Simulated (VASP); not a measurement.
Wanted: the native input for a VASP 6.6.1 run.

```yaml
Task: single point
Functional: PBEsol
Potentials_or_basis: VASP PAW PBE potentials, release 64 (Zn, Cd, Si, P)
Cutoff: 520 eV
k_mesh: 2 × 2 × 2, shifted
Occupations: fermi-dirac, width 0.05 eV
Spin: no spin polarisation
Dipole_correction: no
Further_INCAR_settings: LREAL = Auto; ALGO = Normal; EDIFF = 1e-06; NBANDS = 66
```

The structure of ZnCdSi2P4 lies in POSCAR:

```
ZnCdSi2P4
1.0
    5.5160660000     -0.0000290000     -0.0000110000
   -0.0000290000      5.5160660000     -0.0000110000
   -0.0000200000     -0.0000200000     10.4762320000
Zn Cd Si P
2 2 4 8
Direct
    0.0231500000      0.0015290000      0.9915110000
    0.4794040000      0.0174830000      0.7470040000
    0.9580190000      0.4927540000      0.2276400000
    0.4982420000      0.5168530000      0.4902000000
    0.9767120000      0.9999440000      0.5102460000
    0.4965390000      0.0098160000      0.2633340000
    0.5193000000      0.4774470000      0.0017280000
    0.9961970000      0.4844820000      0.7502290000
    0.2928620000      0.2550150000      0.1165660000
    0.2160810000      0.2574190000      0.6264150000
    0.7285320000      0.7457970000      0.1239580000
    0.7209300000      0.2365110000      0.3808250000
    0.2696990000      0.7726990000      0.3684550000
    0.2449150000      0.7156960000      0.8845960000
    0.7774750000      0.7479510000      0.6152800000
    0.7692660000      0.2934590000      0.8859890000
```

The input as run:

INCAR

```
PREC = Accurate
ENCUT = 520
EDIFF = 1E-6
ISMEAR = -1
SIGMA = 0.05
LREAL = Auto
LASPH = True
NELM = 60
ALGO = Normal
ISIF = 2
LWAVE = False
LCHARG = False
GGA = PS
NBANDS = 66
```

KPOINTS

```
Automatic mesh
0
Gamma
  2 2 2
  0.5 0.5 0.5
```

Potentials or basis: VASP PAW PBE potentials, release 64 (Zn, Cd, Si, P).

The run is started by

```console
$ cat potpaw_PBE.64/Zn/POTCAR potpaw_PBE.64/Cd/POTCAR potpaw_PBE.64/Si/POTCAR potpaw_PBE.64/P/POTCAR > POTCAR
$ mpirun -np 1 vasp_std > vasp.out
```

It gave:

```json
{
 "Pressure": "3.6 GPa",
 "Largest force": "4.657 eV/Å",
 "Band gap on the k mesh": "1.87 eV, indirect (least direct gap 1.93 eV)"
}
```

Caveat: the k points lie up to 0.57 Å⁻¹ apart; the PAW data sets were made with another functional, which shifts forces and pressure a little.

Run time: 2.8 min on 1 thread of Intel(R) Xeon(R) Platinum 8259CL CPU @ 2.50GHz (Skylake/Cascade Lake), on a shared host, peak memory 0.37 GiB.
